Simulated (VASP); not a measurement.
Set up this calculation in VASP 6.6.1, as the native input.

| Property | Result |
| --- | --- |
| Task | single point |
| Functional | PBE |
| Potentials or basis | VASP PAW PBE potentials, release 64 (In_d, Sb) |
| Cutoff | 520 eV |
| k mesh | 11 × 11 × 11 |
| Occupations | fermi-dirac, width 0.1 eV |
| Spin | no spin polarisation |
| Dipole correction | no |
| Further INCAR settings | ALGO = Normal; EDIFF = 1e-06; NBANDS = 16 |

The structure of InSb (zincblende type) lies in POSCAR:

```
InSb
1.0
    0.0000000000      3.3183302269      3.3183302269
    3.3183302269      0.0000000000      3.3183302269
    3.3183302269      3.3183302269      0.0000000000
In Sb
1 1
Direct
    0.0000000000      0.0000000000      0.0000000000
    0.2500000000      0.2500000000      0.2500000000
```

The input as run:

INCAR

```
SYSTEM = InSb
ALGO = Normal ; EDIFF = 1E-6
ENCUT = 520 ; GGA = PE
ISIF = 2 ; ISMEAR = -1
LASPH = .TRUE. ; LCHARG = .FALSE.
LREAL = .FALSE. ; LWAVE = .FALSE.
NBANDS = 16 ; NELM = 60
PREC = Accurate ; SIGMA = 0.1
```

KPOINTS

```
k-points
0
G
  11 11 11
  0 0 0
```

Potentials or basis: VASP PAW PBE potentials, release 64 (In_d, Sb).

The run is started by

```bash
$ cat potpaw_PBE.64/In_d/POTCAR potpaw_PBE.64/Sb/POTCAR > POTCAR
$ mpirun -np 1 vasp_std > vasp.out
```

It gave:

- Pressure: 0.0 GPa
- Band gap on the k mesh: zero (filled and empty bands touch)

Caveat: spin-orbit coupling is left out, which moves the levels of the heavy elements.

Wall time 36 s on 1 thread of Intel(R) Xeon(R) Platinum 8559C (Emerald Rapids) (shared host), peak memory 0.24 GiB.
